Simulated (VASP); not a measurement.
Wanted: the native input for a VASP 6.6.1 run.

```
Task                   : single point
Functional             : PBE
Potentials or basis    : VASP PAW PBE potentials, release 64 (K_sv, C)
Cutoff                 : 520 eV
k mesh                 : 12 × 12 × 8
Occupations            : gaussian, width 0.1 eV
Spin                   : no spin polarisation
Dipole correction      : no
Further INCAR settings : ALGO = Fast; EDIFF = 1e-07; NBANDS = 21
```

The structure of KC lies in POSCAR:

```
KC
1.0
    5.1070967886      0.0000000000      0.0000000000
   -2.5535483943      4.4228755585      0.0000000000
    0.0000000000      0.0000000000      5.9031727540
K C
2 2
Direct
    0.3333333333      0.6666666667      0.2500000000
    0.6666666667      0.3333333333      0.7500000000
    0.3333333333      0.6666666667      0.7500000000
    0.6666666667      0.3333333333      0.2500000000
```

The cell was built from a structure type or drawn by symmetry, and may not be a known phase.

The input as run:

INCAR

```
PREC = Accurate ; ENCUT = 520
EDIFF = 1E-7 ; ISMEAR = 0
SIGMA = 0.1 ; LREAL = F
LASPH = T ; NELM = 100
ALGO = Fast ; ISIF = 2
LWAVE = F ; LCHARG = F
GGA = PE ; NBANDS = 21
```

KPOINTS

```
Automatic mesh
0
Gamma
  12 12 8
```

Potentials or basis: VASP PAW PBE potentials, release 64 (K_sv, C).

The run is started by

```sh
$ cat potpaw_PBE.64/K_sv/POTCAR potpaw_PBE.64/C/POTCAR > POTCAR
$ mpirun -np 1 vasp_std > vasp.out
```

Results of the run:

```json
{"Pressure": "0.0 GPa", "Band gap on the k mesh": "zero (bands 13 and 14 overlap by 0.18 eV)"}
```

Wall time 7.7 min on 1 thread of Intel(R) Xeon(R) Platinum 8488C (Sapphire Rapids), with other jobs on the host, peak memory 0.41 GiB.
